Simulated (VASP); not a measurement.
# CuSi16 (a cell with a defect) in VASP: single point with PBE+D3(BJ)

Aim: the single point of CuSi16 (a cell with a defect) with PBE+D3(BJ).

Program: VASP 6.6.1. These are calculated values, not measurements. Logs are shortened: lines on timing, memory, paths and dates and some standing lists are left out, and cuts for length are marked.

**1. The cell of the first run**

The cell holds a defect, 17 atoms: a = 7.679 Å, b = 7.679 Å, c = 7.679 Å, α = 60.00°, β = 60.00°, γ = 60.00°.

**2. Single point, PBE+D3(BJ)**

The input, INCAR:

```
PREC = Accurate
ENCUT = 520
EDIFF = 1E-6
ISMEAR = 0
SIGMA = 0.02
LREAL = Auto
LASPH = T
NELM = 100
ALGO = Normal
ISIF = 2
LWAVE = F
LCHARG = F
GGA = PE
IVDW = 12
NBANDS = 52
NELECT = 74.0
```

The input, KPOINTS:

```
Automatic mesh
0
Gamma
  2 2 2
```

The input, POSCAR:

```
CuSi16
1.0
    0.0000000000      5.4300000000      5.4300000000
    5.4300000000      0.0000000000      5.4300000000
    5.4300000000      5.4300000000      0.0000000000
Si Cu
16 1
Direct
    0.0016511971     -0.0079736648     -0.0023570902
    0.1359187845      0.0899581952      0.1386631676
   -0.0019762431     -0.0060147330      0.5109535912
    0.1167654696      0.1332934622      0.6261604972
    0.0152872007      0.4620778085      0.0071041436
    0.1142550645      0.6209731123      0.1199983425
   -0.0194850829      0.5042841621      0.5039797422
    0.1201455801      0.6225387661      0.6385875691
    0.5091132597     -0.0077298343     -0.0022963168
    0.6282674954      0.1311962247      0.1129393186
    0.4900409761      0.0358800184      0.4852279006
    0.6247139963      0.1334073665      0.6262467772
    0.5059054328      0.5026936464     -0.0143555249
    0.6445480663      0.6212624309      0.1205069982
    0.5114970534      0.5045552486      0.5043408840
    0.6100219153      0.6637780847      0.6174123389
    0.3133600368      0.5603340700      0.3130348066
```

Potentials or basis: VASP PAW PBE potentials, release 64 (Si, Cu).

On the command line:

```console
> cat potpaw_PBE.64/Si/POTCAR potpaw_PBE.64/Cu/POTCAR > POTCAR
> mpirun -np 1 vasp_std > vasp.out
```

OUTCAR:

```text
PREC = Accurate
   ENCUT = 520
   EDIFF = 1E-6
   ISMEAR = 0
   LREAL = Auto
   LASPH = T
   NELM = 100
   ISIF = 2
   GGA = PE
   IVDW = 12
   NELECT = 74.0
 IVDW          = 12

 ion  position               nearest neighbor table
   1  0.002  0.992  0.998-   6 2.33   4 2.33  10 2.34   2 2.35
   2  0.136  0.090  0.139-   5 2.33   3 2.34   9 2.35   1 2.35
   3  0.998  0.994  0.511-   8 2.33   2 2.34   4 2.34  12 2.34
   4  0.117  0.133  0.626-   7 2.33   1 2.33   3 2.34  11 2.35
   5  0.015  0.462  0.007-   8 2.32   2 2.33   6 2.34  14 2.34
   6  0.114  0.621  0.120-   1 2.33   5 2.34  17 2.37   7 2.41  13 2.46
   7  0.981  0.504  0.504-   4 2.33  16 2.34  17 2.36   6 2.41   8 2.46
   8  0.120  0.623  0.639-   5 2.32   3 2.33  17 2.34  15 2.46   7 2.46
   9  0.509  0.992  0.998-  14 2.33  12 2.33  10 2.34   2 2.35
  10  0.628  0.131  0.113-  13 2.33  11 2.34   9 2.34   1 2.34
  11  0.490  0.036  0.485-  16 2.33  10 2.34  12 2.35   4 2.35
  12  0.625  0.133  0.626-  15 2.33   9 2.33   3 2.34  11 2.35
  13  0.506  0.503  0.986-  16 2.32  10 2.33  17 2.33   6 2.46  14 2.46
  14  0.645  0.621  0.121-   9 2.33   5 2.34  17 2.37  15 2.41  13 2.46
  15  0.511  0.505  0.504-  12 2.33  16 2.34  17 2.37  14 2.41   8 2.46
  16  0.610  0.664  0.617-  13 2.32  11 2.33   7 2.34  15 2.34
  17  0.313  0.560  0.313-  13 2.33   8 2.34   7 2.36  15 2.37  14 2.37   6 2.37

  LATTYP: Found a face centered cubic cell.
 ALAT       =    10.8600000000

  Lattice vectors:

 A1 = (   0.0000000000,   5.4300000000,   5.4300000000)
 A2 = (   5.4300000000,   0.0000000000,   5.4300000000)
 A3 = (   5.4300000000,   5.4300000000,   0.0000000000)

Analysis of symmetry for initial positions (statically):
=====================================================================
 Subroutine PRICEL returns:
 Original cell was already a primitive cell.

 Routine SETGRP: Setting up the symmetry group for a
 face centered cubic supercell.

 Subroutine GETGRP returns: Found  1 space group operations
 (whereof  1 operations were pure point group operations)
 out of a pool of 48 trial point group operations.

The static configuration has the point symmetry C_1 .

Analysis of symmetry for dynamics (positions and initial velocities):
=====================================================================
 Subroutine PRICEL returns:
 Original cell was already a primitive cell.

 Routine SETGRP: Setting up the symmetry group for a
 face centered cubic supercell.

 Subroutine GETGRP returns: Found  1 space group operations
 (whereof  1 operations were pure point group operations)
 out of a pool of 48 trial point group operations.

The dynamic configuration has the point symmetry C_1 .

 Subroutine INISYM returns: Found  1 space group operations
 (whereof  1 operations are pure point group operations),
 and found     1 'primitive' translations

----------------------------------------------------------------------------------------

                                     Primitive cell

  volume of cell :     320.2060

  direct lattice vectors                    reciprocal lattice vectors
     0.000000000  5.430000000  5.430000000    -0.092081031  0.092081031  0.092081031
     5.430000000  0.000000000  5.430000000     0.092081031 -0.092081031  0.092081031
     5.430000000  5.430000000  0.000000000     0.092081031  0.092081031 -0.092081031

  length of vectors
     7.679179644  7.679179644  7.679179644     0.159489025  0.159489025  0.159489025

  position of ions in fractional coordinates (direct lattice)
     0.001651197  0.992026335  0.997642910
     0.135918784  0.089958195  0.138663168
     0.998023757  0.993985267  0.510953591
     0.116765470  0.133293462  0.626160497
     0.015287201  0.462077808  0.007104144
     0.114255065  0.620973112  0.119998342
[... 9 lines left out ...]
     0.610021915  0.663778085  0.617412339
     0.313360037  0.560334070  0.313034807

  ion indices of the primitive-cell ions
   primitive index   ion index
                 1           1
                 2           2
                 3           3
                 4           4
                 5           5
                 6           6
[... 9 lines left out ...]
                16          16
                17          17

----------------------------------------------------------------------------------------

 KPOINTS: Automatic mesh

Automatic generation of k-mesh.
 Grid dimensions read from file:
 generate k-points for:    2    2    2

 Generating k-lattice:

  Cartesian coordinates                     Fractional coordinates (reciprocal lattice)
    -0.046040516  0.046040516  0.046040516     0.500000000  0.000000000  0.000000000
     0.046040516 -0.046040516  0.046040516     0.000000000  0.500000000  0.000000000
     0.046040516  0.046040516 -0.046040516     0.000000000  0.000000000  0.500000000

  Length of vectors
     0.079744512  0.079744512  0.079744512

  Shift w.r.t. Gamma in fractional coordinates (k-lattice)
     0.000000000  0.000000000  0.000000000

 Subroutine IBZKPT returns following result:
 ===========================================

 Found      8 irreducible k-points:

 Following reciprocal coordinates:
            Coordinates               Weight
  0.000000  0.000000  0.000000      1.000000
  0.500000  0.000000  0.000000      1.000000
  0.000000  0.500000  0.000000      1.000000
  0.000000  0.000000  0.500000      1.000000
  0.500000  0.500000  0.500000      1.000000
  0.500000  0.500000  0.000000      1.000000
  0.000000  0.500000  0.500000      1.000000
  0.500000  0.000000  0.500000      1.000000
   k-points           NKPTS =      8   k-points in BZ     NKDIM =      8   number of bands    NBANDS=     52
   number of dos      NEDOS =    301   number of ions     NIONS =     17
   total plane-waves  NPLWV = 216000
   dimension x,y,z NGX =    60 NGY =   60 NGZ =   60
   dimension x,y,z NGXF=   120 NGYF=  120 NGZF=  120
   ions per type =              16   1
   NGX,Y,Z   is equivalent  to a cutoff of  12.99, 12.99, 12.99 a.u.
   NGXF,Y,Z  is equivalent  to a cutoff of  25.98, 25.98, 25.98 a.u.
 SYSTEM =  unknown system
   PREC   = accura    normal or accurate (medium, high low for compatibility)
   ISTART =      0    job   : 0-new  1-cont  2-samecut
   ICHARG =      2    charge: 1-file 2-atom 10-const
   ISPIN  =      1    spin polarized calculation?
   LNONCOLLINEAR =      F non collinear calculations
   LSORBIT =      F    spin-orbit coupling
   LASPH  =      T    aspherical Exc in radial PAW
   ENCUT  =  520.0 eV  38.22 Ry    6.18 a.u.  14.28 14.28 14.28*2*pi/ulx,y,z
   NELM   =    100;   NELMIN=  2; NELMDL= -5     # of ELM steps
   EDIFF  = 0.1E-05   stopping-criterion for ELM
   LREAL  =      T    real-space projection
   EDIFFG = 0.1E-04   stopping-criterion for IOM
   NSW    =      0    number of steps for IOM
[... 5 lines left out ...]
   TEBEG  =    0.0;   TEEND  =   0.0 temperature during run
   PSTRESS=    0.0 pullay stress
   NELECT =      74.0000    total number of electrons
   NUPDOWN=      -1.0000    fix difference up-down
   EMIN   =  10.00;   EMAX   =-10.00  energy-range for DOS
   EFERMI =   0.00;   METHOD = LEGACY
   ISMEAR =     0;   SIGMA  =   0.02  broadening in eV -4-tet -1-fermi 0-gaus
   EFERMI_NEDOS =   21; number of points for ismear=-14 and -15
   IALGO  =     38    algorithm
   IMIX   =      4    mixing-type and parameters
     AMIX     =   0.40;   BMIX     =  1.00
     AMIX_MAG =   1.60;   BMIX_MAG =  1.00
  volume/ion in A,a.u.               =      18.84       127.11
  Fermi-wavevector in a.u.,A,eV,Ry     =   1.004636  1.898488 13.732283  1.009294
  Thomas-Fermi vector in A             =   2.137265
   LORBIT       =      0    0 simple, 1 ext, 2 COOP (PROOUT), +10 PAW based schemes
   GGA     = PE    functional components
   LHFCALC =     F    Hartree Fock is set to
   AEXX    =    0.0000 exact exchange contribution
   IVDW    =    12    specifies the selected vdW correction
   LEPSILON=     F    determine dielectric tensor
   LRPA    =     F    only Hartree local field effects (RPA)
 non-spin polarized calculation
 Gauss-broadening in eV      SIGMA  =   0.02
  energy-cutoff  :      520.00
  volume of cell :      320.21
 maximum number of plane-waves:      8646
 NGX is ok and might be reduce to    60
   NGX = 29   NGY = 29   NGZ = 29

 number of electron      73.9999997 magnetization

 Free energy of the ion-electron system (eV)
  ---------------------------------------------------
  ext. energy  EPLUGINS =         0.00000000
  ---------------------------------------------------
  free energy    TOTEN  =       -94.17022612 eV

  energy without entropy =      -94.17022612  energy(sigma->0) =      -94.17022612

 E-fermi :   6.3969     XC(G=0):  -9.6166

 val. band max:        6.3147862778   @ k =   0.0000   0.0000   0.0000
 cond. band min:       6.4789428542   @ k =   0.0000   0.0000   0.0000
 fundamental gap:      0.1641565764
 Fermi energy:         6.3968525424

 k-point     1 :       0.0000    0.0000    0.0000
  band No.  band energies     occupation
      1      -5.9004      2.00000
      2      -3.5546      2.00000
      3      -3.5180      2.00000
      4      -3.4847      2.00000
      5      -3.4708      2.00000
      6      -1.9448      2.00000
[... 41 lines left out ...]
     48       8.4129      0.00000
     49       8.5009      0.00000

 k-point     2 :       0.5000    0.0000    0.0000
  band No.  band energies     occupation
      1      -5.1787      2.00000
      2      -5.0007      2.00000
      3      -3.3252      2.00000
      4      -3.2208      2.00000
      5      -3.1091      2.00000
      6      -3.0978      2.00000
[... 41 lines left out ...]
     48       9.8329      0.00000
     49       9.9177      0.00000

 k-point     3 :       0.0000    0.5000    0.0000
  band No.  band energies     occupation
      1      -5.2807      2.00000
      2      -4.8905      2.00000
      3      -3.2226      2.00000
      4      -3.1737      2.00000
      5      -3.1669      2.00000
      6      -3.1171      2.00000
[... 249 lines left out ...]
     48      10.4045      0.00000
     49      10.4706      0.00000

 k-point     8 :       0.5000    0.0000    0.5000
  band No.  band energies     occupation
      1      -4.9332      2.00000
      2      -4.7197      2.00000
      3      -3.9177      2.00000
      4      -3.7741      2.00000
      5      -3.7500      2.00000
      6      -3.7320      2.00000
[... 41 lines left out ...]
     48      10.4231      0.00000
     49      10.4564      0.00000
 [bands above 49 left out]

------------------------ aborting loop because EDIFF is reached ----------------------------------------

 Edisp (eV)   -5.67545

 E8    (eV) :    -2.3545

  FORCE on cell =-STRESS in cart. coord.  units (eV):
  Direction    XX          YY          ZZ          XY          YZ          ZX
  --------------------------------------------------------------------------------------
  -------------------------------------------------------------------------------------
  Total      -6.69914    -7.08383    -7.05966    -0.07194    -1.20366     0.04675
  in kB     -33.51969   -35.44451   -35.32362    -0.35995    -6.02259     0.23390
  external pressure =      -34.76 kB  Pullay stress =        0.00 kB

 VOLUME and BASIS-vectors are now :
 -----------------------------------------------------------------------------
  energy-cutoff  :      520.00
  volume of cell :      320.21
      direct lattice vectors                 reciprocal lattice vectors
     0.000000000  5.430000000  5.430000000    -0.092081031  0.092081031  0.092081031
     5.430000000  0.000000000  5.430000000     0.092081031 -0.092081031  0.092081031
     5.430000000  5.430000000  0.000000000     0.092081031  0.092081031 -0.092081031

 POSITION                                       TOTAL-FORCE (eV/Angst)
 -----------------------------------------------------------------------------------
     10.80390      5.42617      5.39567        -0.000894     -0.006108     -0.005065
      1.24141      1.49098      1.22651         0.006357     -0.006610      0.003735
      8.17182      8.19375     10.81661         0.002604     -0.000014     -0.000142
      4.12383      4.03409      1.35782        -0.002509      0.004490     -0.000389
      2.54766      0.12158      2.59209        -0.000670     -0.001995      0.003607
      4.02347      1.27200      3.99229        -0.000116     -0.010587     -0.007451
[... 9 lines left out ...]
      6.95686      6.66497      6.91673        -0.005540     -0.009351     -0.002844
      4.74239      3.40132      4.74416        -0.004518      0.009886     -0.000837
 -----------------------------------------------------------------------------------
    total drift:                                0.007592     -0.000169     -0.001915

  FREE ENERGIE OF THE ION-ELECTRON SYSTEM (eV)
  ---------------------------------------------------
  free  energy   TOTEN  =       -99.8456714115 eV

  energy  without entropy=      -99.8456714114  energy(sigma->0) =      -99.84567141
```

It took 4.1 min on 1 thread of AMD EPYC 9R45 (Zen 5), shared host; peak memory 0.45 GiB.

What came out:

```yaml
Free_energy: -99.8457 eV
Largest_force: 0.026 eV/Å
Dispersion_energy_per_atom: -0.334 eV
```

Forces on the atoms (eV/Å):
```
Si  -0.001 -0.006 -0.005
Si   0.006 -0.007  0.004
Si   0.003  0.000  0.000
Si  -0.003  0.004  0.000
Si  -0.001 -0.002  0.004
Si   0.000 -0.011 -0.007
Si   0.009  0.007  0.005
Si   0.013 -0.012 -0.019
Si   0.000  0.006  0.005
Si   0.002  0.000  0.002
Si  -0.002  0.002 -0.005
Si  -0.001 -0.003 -0.002
Si  -0.004  0.005  0.004
Si  -0.012  0.005  0.014
Si   0.001  0.011  0.006
Si  -0.006 -0.009 -0.003
Cu  -0.005  0.010 -0.001
```

Caveat: the k points lie up to 0.50 Å⁻¹ apart; the cell carries a net charge on a neutralising background, which shifts energy and pressure; the cell is charged against a uniform background, so pressure and absolute levels hang on convention.
